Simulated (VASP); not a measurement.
The system is CO2.

```
CELL_PARAMETERS angstrom
6.03747 0.00000 0.00000
0.00000 6.03747 0.00000
0.00000 0.00000 6.03747
ATOMIC_POSITIONS crystal
C 0.00000 0.00000 0.00000
C 0.50000 0.00000 0.50000
C 0.50000 0.50000 0.00000
C 0.00000 0.50000 0.50000
O 0.11185 0.11185 0.11185
O 0.38815 0.88815 0.61185
O 0.61185 0.38815 0.88815
O 0.88815 0.61185 0.38815
O 0.88815 0.88815 0.88815
O 0.61185 0.11185 0.38815
O 0.38815 0.61185 0.11185
O 0.11185 0.38815 0.61185
```

* Program: VASP 6.6.1
* Task: relaxation of cell and atoms
* Functional: PBE
* Potentials or basis: VASP PAW PBE potentials, release 64 (C, O)
* Cutoff: 600 eV
* k mesh: 4 × 4 × 4
* Occupations: gaussian, width 0.02 eV
* Spin: no spin polarisation

At the start: pressure 1.1 GPa; volume 18.34 Å³/atom.

Problem. Where does the relaxation end?

Solution. Over 12 steps the energy falls by 3.1 meV/atom and the volume is 16.63 Å³/atom (-9.3 %); space group Pa-3 (No. 205, to 0.1 Å) before and after.

The path:
```
step  energy change (eV)  largest force (eV/Å)  pressure (GPa)  volume (Å³)
   1              0.0000                0.6122            1.07       220.07
   2              0.3528                2.8245           -6.75       223.98
   3             -0.0131                0.0131           -0.29       220.67
   4             -0.0131                0.0258           -0.26       220.66
   5             -0.0145                0.0254           -0.25       219.91
   6             -0.0187                0.0266           -0.23       217.69
   7             -0.0259                0.0325           -0.17       213.30
   8             -0.0355                0.0653            0.04       204.68
   9             -0.0240                0.2114            0.91       188.16
  10             -0.0365                0.1558            0.37       200.19
  11             -0.0373                0.0590            0.15       199.75
  12             -0.0375                0.0068            0.01       199.51
```

Final structure:
```yaml
crystal:
  lattice:
    - [5.84326, 0.00000, 0.00000]
    - [0.00000, 5.84326, 0.00000]
    - [0.00000, 0.00000, 5.84326]
  atoms:
    - { symbol: C, position: [0.00000, 0.00000, 0.00000] }
    - { symbol: C, position: [0.50000, 0.00000, 0.50000] }
    - { symbol: C, position: [0.50000, 0.50000, 0.00000] }
    - { symbol: C, position: [0.00000, 0.50000, 0.50000] }
    - { symbol: O, position: [0.11609, 0.11609, 0.11609] }
    - { symbol: O, position: [0.38391, 0.88391, 0.61609] }
    - { symbol: O, position: [0.61609, 0.38391, 0.88391] }
    - { symbol: O, position: [0.88391, 0.61609, 0.38391] }
    - { symbol: O, position: [0.88391, 0.88391, 0.88391] }
    - { symbol: O, position: [0.61609, 0.11609, 0.38391] }
    - { symbol: O, position: [0.38391, 0.61609, 0.11609] }
    - { symbol: O, position: [0.11609, 0.38391, 0.61609] }
```

Caveat: this functional lacks dispersion, which holds the molecules together, so the pressure and a relaxed volume are unreliable.
